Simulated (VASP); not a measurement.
# MnF2 (P4_2/mnm) in VASP: further runs

MnF2 is run at these levels: PBEsol+U; tasks: single point.

Program: VASP 6.6.1. These are calculated values, not measurements. Logs are shortened: lines on timing, memory, paths and dates and some standing lists are left out, and cuts for length are marked.

## 1. The cell of the first run

It takes space group P4_2/mnm (No. 136, tetragonal). The conventional cell has a = 4.873 Å, b = 4.873 Å, c = 3.310 Å, α = 90.00°, β = 90.00°, γ = 90.00°. Within 2.8 Å of Mn (site symmetry mmm) lie 6 F at 2.10 to 2.13 Å. F (site symmetry m2m) has 3 Mn at 2.10 to 2.13 Å and 1 F at 2.69 Å within 2.8 Å.

## 2. Single point, PBEsol+U, collinear spin, antiferromagnetic start

Contents of INCAR:

```
  PREC = Accurate
  ENCUT = 520
  EDIFF = 1E-6
  ISMEAR = 0
  SIGMA = 0.05
  LREAL = False
  LASPH = True
  NELM = 150
  ALGO = Normal
  ISIF = 2
  LWAVE = False
  LCHARG = False
  ISPIN = 2
  MAGMOM = 5 -5 0 0 0 0
  LORBIT = 11
  LMAXMIX = 4
  LDAU = True
  LDAUTYPE = 2
  LDAUL = 2 -1
  LDAUU = 4 0
  LDAUJ = 0 0
  LDAUPRINT = 1
  GGA = PS
  NBANDS = 40
```

Contents of KPOINTS:

```
regular mesh
0
Gamma
  5 5 7
```

Contents of POSCAR:

```
MnF2
1.0
    4.8733996600      0.0000000000      0.0000000000
    0.0000000000      4.8733996600      0.0000000000
    0.0000000000      0.0000000000      3.3098997700
Mn F
2 4
Direct
    0.0000000000      0.0000000000      0.0000000000
    0.5000000000      0.5000000000      0.5000000000
    0.3050000000      0.3050000000      0.0000000000
    0.1950000000      0.8050000000      0.5000000000
    0.6950000000      0.6950000000      0.0000000000
    0.8050000000      0.1950000000      0.5000000000
```

Potentials or basis: VASP PAW PBE potentials, release 64 (Mn_pv, F).

On the command line:

```sh
cat potpaw_PBE.64/Mn_pv/POTCAR potpaw_PBE.64/F/POTCAR > POTCAR
mpirun -np 1 vasp_std > vasp.out
```

OUTCAR:

```text
PREC = Accurate
   ENCUT = 520
   EDIFF = 1E-6
   ISMEAR = 0
   LREAL = False
   LASPH = True
   NELM = 150
   ISIF = 2
   ISPIN = 2
   LORBIT = 11
   GGA = PS

 ion  position               nearest neighbor table
   1  0.000  0.000  0.000-   3 2.10   5 2.10   4 2.13   6 2.13   4 2.13   6 2.13
   2  0.500  0.500  0.500-   4 2.10   6 2.10   5 2.13   3 2.13   3 2.13   5 2.13
   3  0.305  0.305  0.000-   1 2.10   2 2.13   2 2.13
   4  0.195  0.805  0.500-   2 2.10   1 2.13   1 2.13
   5  0.695  0.695  0.000-   1 2.10   2 2.13   2 2.13
   6  0.805  0.195  0.500-   2 2.10   1 2.13   1 2.13

  LATTYP: Found a simple tetragonal cell.
 ALAT       =     4.8733996600
 C/A-ratio  =     0.6791767556

  Lattice vectors:

 A1 = (   4.8733996600,   0.0000000000,   0.0000000000)
 A2 = (   0.0000000000,   4.8733996600,   0.0000000000)
 A3 = (   0.0000000000,   0.0000000000,   3.3098997700)

Analysis of symmetry for initial positions (statically):
=====================================================================
 Subroutine PRICEL returns:
 Original cell was already a primitive cell.

 Routine SETGRP: Setting up the symmetry group for a
 simple tetragonal supercell.

 Subroutine GETGRP returns: Found 16 space group operations
 (whereof  8 operations were pure point group operations)
 out of a pool of 16 trial point group operations.

The static configuration has the point symmetry D_2h.
 The point group associated with its full space group is D_4h.

Analysis of symmetry for dynamics (positions and initial velocities):
=====================================================================
 Subroutine PRICEL returns:
 Original cell was already a primitive cell.

 Routine SETGRP: Setting up the symmetry group for a
 simple tetragonal supercell.

 Subroutine GETGRP returns: Found 16 space group operations
 (whereof  8 operations were pure point group operations)
 out of a pool of 16 trial point group operations.

The dynamic configuration has the point symmetry D_2h.
 The point group associated with its full space group is D_4h.

Analysis of structural, dynamic, and magnetic symmetry:
=====================================================================
 Subroutine PRICEL returns:
 Original cell was already a primitive cell.

 Routine SETGRP: Setting up the symmetry group for a
 simple tetragonal supercell.

 Subroutine GETGRP returns: Found 16 space group operations
 (whereof  8 operations were pure point group operations)
 out of a pool of 16 trial point group operations.

The overall configuration has the point symmetry D_2h.
 The point group associated with its full space group is D_4h.

 Subroutine INISYM returns: Found 16 space group operations
 (whereof  8 operations are pure point group operations),
 and found     1 'primitive' translations

----------------------------------------------------------------------------------------

                                     Primitive cell

  volume of cell :      78.6102

  direct lattice vectors                    reciprocal lattice vectors
     4.873399660  0.000000000  0.000000000     0.205195566  0.000000000  0.000000000
     0.000000000  4.873399660  0.000000000     0.000000000  0.205195566  0.000000000
     0.000000000  0.000000000  3.309899770     0.000000000  0.000000000  0.302123952

  length of vectors
     4.873399660  4.873399660  3.309899770     0.205195566  0.205195566  0.302123952

  position of ions in fractional coordinates (direct lattice)
     0.000000000  0.000000000  0.000000000
     0.500000000  0.500000000  0.500000000
     0.305000000  0.305000000  0.000000000
[... 154 lines left out ...]
  o =  0.9440  v = -0.6006  0.0000 -0.7996  0.0000  0.0000  0.0000  0.0000  0.0000  0.0000  0.0000      0.0000  0.0000  0.0000  0.0000  0.0000  0.0000  0.0000  0.0000  0.0000  0.0000
  o =  0.9473  v =  0.0000 -0.7071 -0.0000 -0.7071 -0.0000  0.0000  0.0000  0.0000  0.0000  0.0000      0.0000  0.0000  0.0000  0.0000  0.0000  0.0000  0.0000  0.0000  0.0000  0.0000
  o =  0.9476  v =  0.0000 -0.0000  0.0000 -0.0000  1.0000  0.0000  0.0000  0.0000  0.0000  0.0000      0.0000  0.0000  0.0000  0.0000  0.0000  0.0000  0.0000  0.0000  0.0000  0.0000
  o =  0.9815  v =  0.0000 -0.7071  0.0000  0.7071  0.0000  0.0000  0.0000  0.0000  0.0000  0.0000      0.0000  0.0000  0.0000  0.0000  0.0000  0.0000  0.0000  0.0000  0.0000  0.0000
  o =  0.9845  v = -0.7996  0.0000  0.6006  0.0000 -0.0000  0.0000  0.0000  0.0000  0.0000  0.0000      0.0000  0.0000  0.0000  0.0000  0.0000  0.0000  0.0000  0.0000  0.0000  0.0000

atom =   2  type =  1  l = 2

 onsite density matrix

spin component  1

  0.0460  0.0000  0.0256  0.0000  0.0000
  0.0000  0.0377  0.0000  0.0216  0.0000
  0.0256  0.0000  0.0323  0.0000 -0.0000
  0.0000  0.0216  0.0000  0.0377  0.0000
  0.0000  0.0000 -0.0000  0.0000  0.0139

spin component  2

  0.9699  0.0000  0.0194  0.0000 -0.0000
  0.0000  0.9644  0.0000  0.0171  0.0000
  0.0194  0.0000  0.9586  0.0000  0.0000
  0.0000  0.0171  0.0000  0.9644  0.0000
 -0.0000  0.0000  0.0000  0.0000  0.9476

 occupancies and eigenvectors

  o =  0.0126  v = -0.6089 -0.0000  0.7933  0.0000  0.0000  0.0000  0.0000  0.0000  0.0000  0.0000      0.0000  0.0000  0.0000  0.0000  0.0000  0.0000  0.0000  0.0000  0.0000  0.0000
  o =  0.0139  v = -0.0000  0.0000  0.0000  0.0000 -1.0000  0.0000  0.0000  0.0000  0.0000  0.0000      0.0000  0.0000  0.0000  0.0000  0.0000  0.0000  0.0000  0.0000  0.0000  0.0000
  o =  0.0161  v =  0.0000  0.7071  0.0000 -0.7071  0.0000  0.0000  0.0000  0.0000  0.0000  0.0000      0.0000  0.0000  0.0000  0.0000  0.0000  0.0000  0.0000  0.0000  0.0000  0.0000
  o =  0.0593  v =  0.0000  0.7071  0.0000  0.7071  0.0000  0.0000  0.0000  0.0000  0.0000  0.0000      0.0000  0.0000  0.0000  0.0000  0.0000  0.0000  0.0000  0.0000  0.0000  0.0000
  o =  0.0656  v = -0.7933 -0.0000 -0.6089  0.0000  0.0000  0.0000  0.0000  0.0000  0.0000  0.0000      0.0000  0.0000  0.0000  0.0000  0.0000  0.0000  0.0000  0.0000  0.0000  0.0000
  o =  0.9440  v =  0.0000  0.0000  0.0000  0.0000  0.0000 -0.6006  0.0000  0.7996  0.0000 -0.0000      0.0000  0.0000  0.0000  0.0000  0.0000  0.0000  0.0000  0.0000  0.0000  0.0000
  o =  0.9473  v =  0.0000  0.0000  0.0000  0.0000  0.0000  0.0000  0.7071 -0.0000 -0.7071 -0.0000      0.0000  0.0000  0.0000  0.0000  0.0000  0.0000  0.0000  0.0000  0.0000  0.0000
  o =  0.9476  v =  0.0000  0.0000  0.0000  0.0000  0.0000  0.0000  0.0000  0.0000 -0.0000  1.0000      0.0000  0.0000  0.0000  0.0000  0.0000  0.0000  0.0000  0.0000  0.0000  0.0000
  o =  0.9815  v =  0.0000  0.0000  0.0000  0.0000  0.0000  0.0000  0.7071  0.0000  0.7071  0.0000      0.0000  0.0000  0.0000  0.0000  0.0000  0.0000  0.0000  0.0000  0.0000  0.0000
  o =  0.9845  v =  0.0000  0.0000  0.0000  0.0000  0.0000 -0.7996  0.0000 -0.6006  0.0000  0.0000      0.0000  0.0000  0.0000  0.0000  0.0000  0.0000  0.0000  0.0000  0.0000  0.0000

 number of electron      54.0000033 magnetization       0.0000000

 Free energy of the ion-electron system (eV)
  ---------------------------------------------------
  ext. energy  EPLUGINS =         0.00000000
  ---------------------------------------------------
  free energy    TOTEN  =       -39.15312766 eV

  energy without entropy =      -39.15312766  energy(sigma->0) =      -39.15312766

 E-fermi :   1.7421     XC(G=0):  -9.9863

 val. band max:        1.3410890543   @ k =   0.4000   0.0000   0.0000
 cond. band min:       4.7465110384   @ k =   0.0000   0.0000   0.0000
 fundamental gap:      3.4054219841
 Fermi energy:         1.7421386179

 spin component 1

 k-point     1 :       0.0000    0.0000    0.0000
  band No.  band energies     occupation
      1     -46.6972      1.00000
      2     -46.6374      1.00000
      3     -46.6308      1.00000
      4     -41.7187      1.00000
      5     -41.6561      1.00000
      6     -41.6467      1.00000
[... 997 lines left out ...]
     38      12.6138      0.00000
     39      13.1273      0.00000
 Fermi energy:         1.7421386179

 spin component 2

 k-point     1 :       0.0000    0.0000    0.0000
  band No.  band energies     occupation
      1     -46.6972      1.00000
      2     -46.6374      1.00000
      3     -46.6308      1.00000
      4     -41.7187      1.00000
      5     -41.6561      1.00000
      6     -41.6467      1.00000
[... 997 lines left out ...]
     38      12.7004      0.00000
     39      12.8224      0.00000
 [bands above 39 left out]

------------------------ aborting loop because EDIFF is reached ----------------------------------------

  FORCE on cell =-STRESS in cart. coord.  units (eV):
  Direction    XX          YY          ZZ          XY          YZ          ZX
  --------------------------------------------------------------------------------------
  -------------------------------------------------------------------------------------
  Total        0.1415651      0.1415651      0.0043362     -0.0000000      0.0000000      0.0000000
  in kB        2.8852796      2.8852796      0.0883766     -0.0000000      0.0000000      0.0000000
  external PRESSURE =       1.9529786 kB  Pullay stress =       0.0000000 kB

 VOLUME and BASIS-vectors are now :
 -----------------------------------------------------------------------------
  energy-cutoff  :      520.00
  volume of cell :       78.61
      direct lattice vectors                 reciprocal lattice vectors
     4.873399660  0.000000000  0.000000000     0.205195566  0.000000000  0.000000000
     0.000000000  4.873399660  0.000000000     0.000000000  0.205195566  0.000000000
     0.000000000  0.000000000  3.309899770     0.000000000  0.000000000  0.302123952

 POSITION                                       TOTAL-FORCE (eV/Angst)
 -----------------------------------------------------------------------------------
      0.00000      0.00000      0.00000        -0.000000      0.000000      0.000000
      2.43670      2.43670      1.65495        -0.000000      0.000000      0.000000
      1.48639      1.48639      0.00000        -0.008105     -0.008105      0.000000
      0.95031      3.92309      1.65495         0.008105     -0.008105      0.000000
      3.38701      3.38701      0.00000         0.008105      0.008105     -0.000000
      3.92309      0.95031      1.65495        -0.008105      0.008105     -0.000000
 -----------------------------------------------------------------------------------
    total drift:                                0.000000      0.000000      0.000000

  FREE ENERGIE OF THE ION-ELECTRON SYSTEM (eV)
  ---------------------------------------------------
  free  energy   TOTEN  =       -39.1531276564 eV

  energy  without entropy=      -39.1531276564  energy(sigma->0) =      -39.15312766

 total charge

# of ion       s       p       d       tot
------------------------------------------
    1        0.167   6.151   4.953  11.271
    2        0.167   6.151   4.953  11.271
    3        1.731   4.362   0.000   6.093
    4        1.731   4.362   0.000   6.093
    5        1.731   4.362   0.000   6.093
    6        1.731   4.362   0.000   6.093
--------------------------------------------------
tot          7.257  29.751   9.907  46.915

 magnetization (x)

# of ion       s       p       d       tot
------------------------------------------
    1        0.018   0.019   4.628   4.665
    2       -0.018  -0.019  -4.628  -4.665
    3       -0.002  -0.015   0.000  -0.017
    4        0.002   0.015   0.000   0.017
    5       -0.002  -0.015   0.000  -0.017
    6        0.002   0.015   0.000   0.017
--------------------------------------------------
tot          0.000   0.000  -0.000  -0.000
```

Wall time 99 s (1 thread of Intel Xeon Platinum 8488C (Sapphire Rapids), shared host); peak memory 0.27 GiB.

What came out:

```
Free energy                                           : -39.1531 eV
Pressure                                              : 0.2 GPa
Largest force                                         : 0.011 eV/Å
Band gap on the k mesh                                : 3.41 eV (least direct gap 3.44 eV)
Net moment                                            : 0.00 μB per cell
Site moments                                          : Mn +4.67, -4.67; F -0.02, +0.02 (each value once) μB
Valence electrons inside the program's atomic spheres : Mn 11.27; F 6.09
```

Forces in eV/Å, atoms in the order of the input:
```
Mn   0.000  0.000  0.000
Mn   0.000  0.000  0.000
F   -0.008 -0.008  0.000
F    0.008 -0.008  0.000
F    0.008  0.008  0.000
F   -0.008  0.008  0.000
```

Stress tensor (GPa, compression positive):
```
0.29 0.00 0.00
0.00 0.29 0.00
0.00 0.00 0.01
```

Levels at points of the mesh, in eV from the valence-band top:
Spin up:
```csv
k point,band 24,band 25,band 26,band 27,band 28,band 29,band 30,band 31
"(0.00, 0.00, 0.00)",-1.75,-1.46,-0.46,-0.04,3.41,5.47,6.08,6.13
```
Spin down:
| k point | band 23 | band 24 | band 25 | band 26 | band 27 | band 28 | band 29 | band 30 | band 31 | band 32 |
| --- | --- | --- | --- | --- | --- | --- | --- | --- | --- | --- |
| (0.00, 0.00, 0.00) | -1.93 | -1.75 | -1.46 | -0.46 | -0.04 | 3.41 | 5.47 | 6.08 | 6.13 | 6.87 |

Eigenvalues of the final occupation matrices:
```csv
site,spin,trace,eigenvalues
site 1 d,1,4.80,0.94 0.95 0.95 0.98 0.98
site 1 d,2,0.17,0.01 0.01 0.02 0.06 0.07
site 2 d,1,0.17,0.01 0.01 0.02 0.06 0.07
site 2 d,2,4.80,0.94 0.95 0.95 0.98 0.98
```

Caveat: the PAW data sets were made with another functional, which shifts forces and pressure a little; an odd mesh through Γ misses points on the zone boundary, where band edges can lie.

## 3. Single point, PBEsol+U, collinear spin, antiferromagnetic start

Contents of INCAR:

```
SYSTEM = MnF2
ALGO     = Normal         ! electronic algorithm
EDIFF    = 1E-7           ! SCF threshold, eV
ENCUT    = 520            ! plane-wave cutoff, eV
GGA      = PS             ! functional
ISIF     = 2              ! what is computed and relaxed
ISMEAR   = 0              ! smearing method
ISPIN    = 2              ! spin polarisation
LASPH    = .True.         ! aspherical terms in the spheres
LCHARG   = .True.         ! write CHGCAR
LDAU     = .True.         ! DFT+U
LDAUJ    = 0 0          
LDAUL    = 2 -1           ! shell
LDAUPRINT= 1            
LDAUTYPE = 2            
LDAUU    = 4 0            ! U, eV
LELF     = .True.         ! ELF
LMAXMIX  = 4              ! l up to which the mixer works
LORBIT   = 11             ! projections on sites
LREAL    = .False.        ! projectors in reciprocal space
LVHAR    = .True.       
LWAVE    = .False.        ! write WAVECAR
MAGMOM   = 5 -5 0 0 0 0   ! initial moments
NBANDS   = 40             ! bands
NELM     = 150            ! most SCF steps
PREC     = Accurate       ! precision mode
SIGMA    = 0.05           ! smearing width, eV
```

Contents of KPOINTS:

```
k-points
0
Gamma
  5 5 7
  0 0 0
```

POSCAR is that of step 2.

Potentials or basis: VASP PAW PBE potentials, release 64 (Mn_pv, F).

On the command line:

```sh
cat potpaw_PBE.64/Mn_pv/POTCAR potpaw_PBE.64/F/POTCAR > POTCAR
mpirun -np 1 vasp_std > vasp.out
```

Run time: 1.7 min. Hardware: 1 thread of Intel Xeon Platinum 8488C (Sapphire Rapids), shared host; peak memory 0.27 GiB.

The run converged. Its results:

```yaml
Free_energy: -39.1531 eV
Pressure: 0.2 GPa
Largest_force: 0.011 eV/Å
Band_gap_on_the_k_mesh: 3.41 eV (least direct gap 3.44 eV)
Net_moment: 0.00 μB per cell
Site_moments: Mn +4.67, -4.67; F -0.02, +0.02 (each value once) μB
Valence_electrons_inside_the_program's_atomic_spheres: Mn 11.27; F 6.09
```

Forces on the atoms (eV/Å):
```
Mn   0.000  0.000  0.000
Mn   0.000  0.000  0.000
F   -0.008 -0.008  0.000
F    0.008 -0.008  0.000
F    0.008  0.008  0.000
F   -0.008  0.008  0.000
```

Stress tensor (GPa, compression positive):
```
0.29 0.00 0.00
0.00 0.29 0.00
0.00 0.00 0.01
```

Levels at points of the mesh, in eV from the valence-band top:
Spin up:
| k point | band 24 | band 25 | band 26 | band 27 | band 28 | band 29 | band 30 | band 31 |
| --- | --- | --- | --- | --- | --- | --- | --- | --- |
| (0.00, 0.00, 0.00) | -1.75 | -1.46 | -0.46 | -0.04 | 3.41 | 5.47 | 6.08 | 6.13 |
Spin down:
```tsv
k point	band 23	band 24	band 25	band 26	band 27	band 28	band 29	band 30	band 31	band 32
(0.00, 0.00, 0.00)	-1.93	-1.75	-1.46	-0.46	-0.04	3.41	5.47	6.08	6.13	6.87
```

Eigenvalues of the final occupation matrices:
```
    site  spin  trace               eigenvalues
site 1 d     1   4.80  0.94 0.95 0.95 0.98 0.98
site 1 d     2   0.17  0.01 0.01 0.02 0.06 0.07
site 2 d     1   0.17  0.01 0.01 0.02 0.06 0.07
site 2 d     2   4.80  0.94 0.95 0.95 0.98 0.98
```

Caveat: the PAW data sets were made with another functional, which shifts forces and pressure a little; an odd mesh through Γ misses points on the zone boundary, where band edges can lie.
